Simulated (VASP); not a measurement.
ZnSiP2:

```
Zn P Si
1.0
    -2.68670    2.68670    5.23003
     2.68670   -2.68670    5.23003
     2.68670    2.68670   -5.23003
Zn P Si
2 4 2
Direct
  0.75000 0.25000 0.50000
  0.00000 0.00000 0.00000
  0.14230 0.62500 0.01730
  0.60770 0.12500 0.98270
  0.87500 0.85770 0.48270
  0.37500 0.39230 0.51730
  0.25000 0.75000 0.50000
  0.50000 0.50000 0.00000
```

Base run:

```yaml
Program: VASP 6.6.1
Functional: PBEsol
Potentials_or_basis: VASP PAW PBE potentials, release 64 (Zn, P, Si)
Cutoff: 500 eV
k_mesh: 6 × 6 × 6
Occupations: gaussian, width 0.01 eV
Spin: no spin polarisation
```

Its results: band gap on the k mesh 1.20 eV; pressure -0.6 GPa; largest force 0.145 eV/Å.

**Question.** The run is repeated on the same cell with these changes: functional from PBEsol to PBE; k mesh from 6 × 6 × 6 to 4 × 4 × 4. What comes out?

**Answer.** Band gap on the k mesh 1.32 eV; pressure 2.2 GPa; largest force 0.017 eV/Å.

Several settings changed at once.

Caveats: the PAW data sets were made with another functional, which shifts forces and pressure a little (at least some runs).

A k mesh can miss the band edges.
